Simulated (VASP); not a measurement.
Runs of VASP 6.6.1 on BN. The structure is that of space group P6_3/mmc (No. 194), or close to it. The cells are those of the table. 

| cell | gap on the mesh (eV) | pressure (GPa) | largest force (eV/Å) |
| --- | --- | --- | --- |
| a = 2.592, b = 2.461, c = 6.661 Å, angles 90.0, 90.0, 121.8°, 4 atoms | (c) | 1.3 | 1.01 |
| a = 2.429, b = 2.542, c = 6.661 Å, angles 90.0, 90.0, 118.5°, 4 atoms | 4.52 | (a) | 0.61 |
| a = 2.454, b = 2.529, c = 6.661 Å, angles 90.0, 90.0, 119.0°, 4 atoms | 4.64 | (b) | 0.43 |
| a = 2.529, b = 2.492, c = 6.661 Å, angles 90.0, 90.0, 120.5°, 4 atoms | 4.81 | -0.1 | 0.25 |
| a = 2.479, b = 2.517, c = 6.661 Å, angles 90.0, 90.0, 119.5°, 4 atoms | 4.76 | -0.1 | 0.23 |

Alike in all rows: task single point; level r2SCAN; potentials or basis VASP PAW PBE potentials, release 64 (B, N); no spin polarisation; k mesh 12 × 12 × 4; cutoff (eV) 520; smearing gaussian 0.05 eV.

Fill in the values left out.

(a) 0.9; (b) 0.3; (c) 4.63.

Caveats: the PAW data sets were made with another functional, which shifts forces and pressure a little; the stress differs along the axes, from -8 to 7 GPa (at least some runs); the stress differs along the axes, from -25 to 29 GPa (at least some runs); the stress differs along the axes, from -22 to 24 GPa (at least some runs); the stress differs along the axes, from -15 to 16 GPa (at least some runs).

A k mesh can miss the band edges.
